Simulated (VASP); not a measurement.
Set up this calculation in VASP 6.6.1, as the native input.

```yaml
Task: single point
Functional: PBE
Potentials_or_basis: VASP PAW PBE potentials, release 64 (Ba_sv, Ti_sv, O)
Cutoff: 520 eV
k_mesh: 6 × 6 × 6
Occupations: gaussian, width 0.05 eV
Spin: no spin polarisation
Hubbard_terms: Ti d U = 4.0 eV
Dipole_correction: no
Further_INCAR_settings: ALGO = Normal; EDIFF = 1e-06; NBANDS = 28
```

The structure of BaTiO3 lies in POSCAR:

```
BaTiO3
1.0
    4.2313457976      0.0000000000      0.0000000000
    0.0000000000      3.0332289834      2.5895839485
    0.0000000000     -3.0332289834      2.5895839485
Ba Ti O
1 1 3
Direct
    0.0000000000      0.0080771845      0.0080771845
    0.5000000000      0.5197092871      0.5197092871
    0.0000000000      0.4916268390      0.4916268390
    0.5000000000      0.4938075372      0.9829991522
    0.5000000000      0.9829991522      0.4938075372
```

This cell differs from its parent crystal: ratio of the length along z to the lengths across it x 0.85, volume and fractional coordinates fixed.

One way to write it, as run:

INCAR

```
SYSTEM = BaTiO3
ALGO = Normal ; EDIFF = 1E-6
ENCUT = 520 ; GGA = PE
ISIF = 2 ; ISMEAR = 0
LASPH = .TRUE. ; LCHARG = .FALSE.
LDAU = .TRUE. ; LDAUJ = 0 0 0
LDAUL = -1 2 -1 ; LDAUPRINT = 1
LDAUTYPE = 2 ; LDAUU = 0 4 0
LMAXMIX = 4 ; LREAL = .FALSE.
LWAVE = .FALSE. ; NBANDS = 28
NELM = 150 ; PREC = Accurate
SIGMA = 0.05
```

KPOINTS

```
k-points
0
G
  6 6 6
  0 0 0
```

Potentials or basis: VASP PAW PBE potentials, release 64 (Ba_sv, Ti_sv, O).

Run with:

```sh
$ cat potpaw_PBE.64/Ba_sv/POTCAR potpaw_PBE.64/Ti_sv/POTCAR potpaw_PBE.64/O/POTCAR > POTCAR
$ mpirun -np 1 vasp_std > vasp.out
```

Results of the run:

* Pressure: 5.6 GPa
* Largest force: 1.023 eV/Å
* Band gap on the k mesh: 1.71 eV, indirect (least direct gap 1.96 eV)

Caveat: spin-orbit coupling is left out, which moves the levels of the heavy elements; forces of over 1 eV/Å act on the atoms, so gaps and moduli don't describe the material at rest.

It took 3.5 min on 1 thread of AMD EPYC 7R13 (shared host), peak memory 0.21 GiB.
